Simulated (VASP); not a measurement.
# SiGe (P6_3mc) in VASP: further runs, part 2 of 2

VASP 6.6.1. The steps go on from the part before.

**4. Relaxation of the atoms, PBEsol (equal strain along all axes, cell held: -1.0 %)**

Input file INCAR:

```
ALGO     = Normal         # electronic algorithm
EDIFF    = 1E-6           # SCF threshold, eV
EDIFFG   = -0.008         # ionic threshold
ENCUT    = 520            # plane-wave cutoff, eV
GGA      = PS             # functional
IBRION   = 2              # ionic algorithm
ISIF     = 2              # what is computed and relaxed
ISMEAR   = 0              # smearing method
LASPH    = True           # aspherical terms in the spheres
LCHARG   = False          # write CHGCAR
LREAL    = False          # projectors in reciprocal space
LWAVE    = False          # write WAVECAR
NELM     = 100            # most SCF steps
NSW      = 60             # ionic steps
PREC     = Accurate       # precision mode
SIGMA    = 0.02           # smearing width, eV
```

Input file KPOINTS:

```
k-points
0
Gamma
  12 12 6
```

Input file POSCAR:

```
SiGe
1.0
    3.8615909380      0.0000000000      0.0000000000
   -1.9307954690      3.3442358513      0.0000000000
    0.0000000000      0.0000000000      6.3789588473
Si Ge
2 2
Direct
    0.6666666667      0.3333333333      0.8745463427
    0.3333333333      0.6666666667      0.3745463427
    0.6666666667      0.3333333333      0.5004526573
    0.3333333333      0.6666666667      0.0004526573
```

Potentials or basis: VASP PAW PBE potentials, release 64 (Si, Ge_d).

On the command line:

```bash
cat potpaw_PBE.64/Si/POTCAR potpaw_PBE.64/Ge_d/POTCAR > POTCAR
mpirun -np 1 vasp_std > vasp.out
```

OUTCAR:

```text
EDIFF = 1E-6
   EDIFFG = -0.008
   ENCUT = 520
   GGA = PS
   IBRION = 2
   ISIF = 2
   ISMEAR = 0
   LASPH = True
   LREAL = False
   NELM = 100
   NSW = 60
   PREC = Accurate

 ion  position               nearest neighbor table
   1  0.667  0.333  0.875-   4 2.37   4 2.37   4 2.37   3 2.39
   2  0.333  0.667  0.375-   3 2.37   3 2.37   3 2.37   4 2.39
   3  0.667  0.333  0.500-   2 2.37   2 2.37   2 2.37   1 2.39
   4  0.333  0.667  0.000-   1 2.37   1 2.37   1 2.37   2 2.39

  LATTYP: Found a hexagonal cell.
 ALAT       =     3.8615909380
 C/A-ratio  =     1.6518991653
[... 851 lines left out ...]
  -------------------------------------------------------------------------------------
  Total        1.3121118      1.3121118      1.3670699      0.0000000      0.0000000     -0.0000000
  in kB       25.5192832     25.5192832     26.5881627      0.0000000      0.0000000     -0.0000000
  external PRESSURE =      25.8755764 kB  Pullay stress =       0.0000000 kB

 VOLUME and BASIS-vectors are now :
 -----------------------------------------------------------------------------
  energy-cutoff  :      520.00
  volume of cell :       82.38
      direct lattice vectors                 reciprocal lattice vectors
     3.861590938  0.000000000  0.000000000     0.258960624  0.149510986  0.000000000
    -1.930795469  3.344235851  0.000000000     0.000000000  0.299021972  0.000000000
     0.000000000  0.000000000  6.378958847     0.000000000  0.000000000  0.156765394

 POSITION                                       TOTAL-FORCE (eV/Angst)
 -----------------------------------------------------------------------------------
      1.93080      1.11475      5.57806        -0.000000      0.000000      0.004094
     -0.00000      2.22949      2.38858         0.000000      0.000000      0.004094
      1.93080      1.11475      3.19300        -0.000000      0.000000     -0.004094
     -0.00000      2.22949      0.00352         0.000000     -0.000000     -0.004094
 -----------------------------------------------------------------------------------
    total drift:                               -0.000000     -0.000000     -0.003091

  FREE ENERGIE OF THE ION-ELECTRON SYSTEM (eV)
  ---------------------------------------------------
  free  energy   TOTEN  =       -21.2412900966 eV

  energy  without entropy=      -21.2412900966  energy(sigma->0) =      -21.24129010

 reached required accuracy - stopping structural energy minimisation
```

OSZICAR:

```text
N       E                     dE             d eps       ncg     rms          rms(c)
DAV:   1     0.267073775017E+03    0.26707E+03   -0.18438E+04  3736   0.359E+03
DAV:   2     0.193341117964E+02   -0.24774E+03   -0.24244E+03  3386   0.710E+02
DAV:   3    -0.200943346376E+02   -0.39428E+02   -0.39048E+02  3986   0.171E+02
DAV:   4    -0.216100787607E+02   -0.15157E+01   -0.15143E+01  3908   0.384E+01
DAV:   5    -0.216465235779E+02   -0.36445E-01   -0.36440E-01  4184   0.643E+00    0.606E+00
DAV:   6    -0.213696183930E+02    0.27691E+00   -0.13131E-01  3830   0.288E+00    0.354E+00
DAV:   7    -0.212387057119E+02    0.13091E+00   -0.22813E-01  3620   0.328E+00    0.230E-01
DAV:   8    -0.212410089808E+02   -0.23033E-02   -0.19018E-02  4298   0.167E+00    0.109E-01
DAV:   9    -0.212411585307E+02   -0.14955E-03   -0.40155E-04  4332   0.219E-01    0.839E-02
DAV:  10    -0.212412581518E+02   -0.99621E-04   -0.14290E-04  4158   0.126E-01    0.219E-02
DAV:  11    -0.212412756485E+02   -0.17497E-04   -0.20980E-05  3782   0.339E-02    0.461E-03
DAV:  12    -0.212412770520E+02   -0.14035E-05   -0.17027E-06  3272   0.125E-02    0.208E-03
DAV:  13    -0.212412773378E+02   -0.28575E-06   -0.31846E-07  2386   0.478E-03
   1 F= -.21241277E+02 E0= -.21241277E+02  d E =-.212413E+02
       N       E                     dE             d eps       ncg     rms          rms(c)
DAV:   1    -0.212412842997E+02   -0.72477E-05   -0.38608E-03  3974   0.495E-01    0.688E-03
DAV:   2    -0.212412900905E+02   -0.57908E-05   -0.61015E-05  3992   0.695E-02    0.331E-03
DAV:   3    -0.212412900966E+02   -0.60672E-08   -0.10954E-06  2514   0.118E-02
   2 F= -.21241290E+02 E0= -.21241290E+02  d E =-.127588E-04
```

CONTCAR:

```text
SiGe
   1.00000000000000
     3.8615909380000000    0.0000000000000000    0.0000000000000000
    -1.9307954690000000    3.3442358513000001    0.0000000000000000
     0.0000000000000000    0.0000000000000000    6.3789588472999998
  Si              Ge
     2     2
Direct
     0.6666666667000030    0.3333333332999970    0.8744466804429402
     0.3333333332999970    0.6666666667000030    0.3744466804429402
     0.6666666667000030    0.3333333332999970    0.5005523195570624
     0.3333333332999970    0.6666666667000030    0.0005523195570623

  0.00000000E+00  0.00000000E+00  0.00000000E+00
  0.00000000E+00  0.00000000E+00  0.00000000E+00
  0.00000000E+00  0.00000000E+00  0.00000000E+00
  0.00000000E+00  0.00000000E+00  0.00000000E+00
```

Wall time 4 min (1 thread of Oxide Virtual Turin-like, shared host); peak memory 0.24 GiB.

Results:

```
Free energy                  : -21.2413 eV
Energy gained by relaxing    : 0.0 meV/atom
Ionic steps                  : 2
Pressure after relaxing      : 2.6 GPa
Largest force after relaxing : 0.004 eV/Å
Band gap on the k mesh       : 0.29 eV (least direct gap 0.49 eV)
```

Forces on the atoms (eV/Å):
```
Si   0.000  0.000  0.004
Si   0.000  0.000  0.004
Ge   0.000  0.000 -0.004
Ge   0.000  0.000 -0.004
```

Final structure:
```
CELL_PARAMETERS angstrom
3.86159 0.00000 0.00000
-1.93080 3.34424 0.00000
0.00000 0.00000 6.37896
ATOMIC_POSITIONS crystal
Si 0.66667 0.33333 0.87445
Si 0.33333 0.66667 0.37445
Ge 0.66667 0.33333 0.50055
Ge 0.33333 0.66667 0.00055
```

Caveat: the cell differs from its parent crystal (equal strain along all axes, cell held: -1.0 %); the PAW data sets were made with another functional, which shifts forces and pressure a little. A k mesh can miss the band edges.

**5. Summary**

| task | cell | cutoff (eV) | gap on the mesh (eV) | pressure (GPa) |
| --- | --- | --- | --- | --- |
| relaxation of cell and atoms | relaxed from a = 3.904, b = 3.904, c = 6.451 Å, angles 90.0, 90.0, 120.0°, 4 atoms | 600 | 0.35 | 0.0 |
| relaxation of the atoms | atoms relaxed from a = 3.784, b = 3.784, c = 6.250 Å, angles 90.0, 90.0, 120.0°, 4 atoms | 520 | 0.18 | 9.1 |
| relaxation of the atoms | atoms relaxed from a = 3.862, b = 3.862, c = 6.379 Å, angles 90.0, 90.0, 120.0°, 4 atoms | 520 | 0.29 | 2.6 |

Alike in all rows: level PBEsol; potentials or basis VASP PAW PBE potentials, release 64 (Si, Ge_d); no spin polarisation; k mesh 12 × 12 × 6; smearing gaussian 0.02 eV.

Caveats: the PAW data sets were made with another functional, which shifts forces and pressure a little.

Absolute energies hang on the potentials; compare differences alone.
